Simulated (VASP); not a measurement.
Here is a VASP 6.6.1 calculation.

File INCAR:

```
SYSTEM = Al
PREC = Accurate
ENCUT = 520
EDIFF = 1E-6
ISMEAR = 0
SIGMA = 0.1
LREAL = .FALSE.
LASPH = .TRUE.
NELM = 80
ALGO = Normal
ISIF = 2
LWAVE = .FALSE.
LCHARG = .TRUE.
LDIPOL = .TRUE.
IDIPOL = 3
DIPOL = 0.5 0.5 0.502
GGA = PE
LELF = .TRUE.
LVHAR = .TRUE.
LVACPOTAV = .TRUE.
ISYM = 0
NBANDS = 24
```

KPOINTS

```
Automatic mesh
0
G
  10 3 1
  0 0 0
```

File POSCAR:

```
Al
1.0
    2.8535431555      0.0000000000      0.0000000000
   -1.4267715777      9.7014842373      0.0000000000
    0.0000000000      0.0000000000     18.7794426549
Al
9
Direct
    0.5324432082      0.0648864163      0.3727480165
    0.6709612116      0.3419224231      0.4257696763
    0.2986648122      0.5973296244      0.4363740082
    0.9263684129      0.8527368258      0.4469783402
    0.0639544167      0.1277109167      0.5005544853
    0.1995835179      0.4042231279      0.5603607916
    0.8288001060      0.6596656505      0.5687042756
    0.4526153840      0.9110819249      0.5783446026
    0.5924854472      0.1814071990      0.6278338809
```

Potentials or basis: VASP PAW PBE potentials, release 64 (Al).

Command:

```sh
$ cat potpaw_PBE.64/Al/POTCAR > POTCAR
$ mpirun -np 1 vasp_std > vasp.out
```

Q: Estimate the largest force.

A: 0.160 eV/Å.

Q: Estimate the band gap on the k mesh.

A: Zero (an odd number of electrons rules out a gap without spin polarisation).

Forces in eV/Å, atoms in the order of the input:
```
Al  -0.007  0.156  0.035
Al   0.004  0.035  0.062
Al   0.001 -0.072  0.029
Al   0.005 -0.101 -0.118
Al   0.001  0.010 -0.001
Al   0.001 -0.011 -0.001
Al  -0.004 -0.009 -0.004
Al  -0.003 -0.001 -0.001
Al   0.002 -0.007 -0.001
```
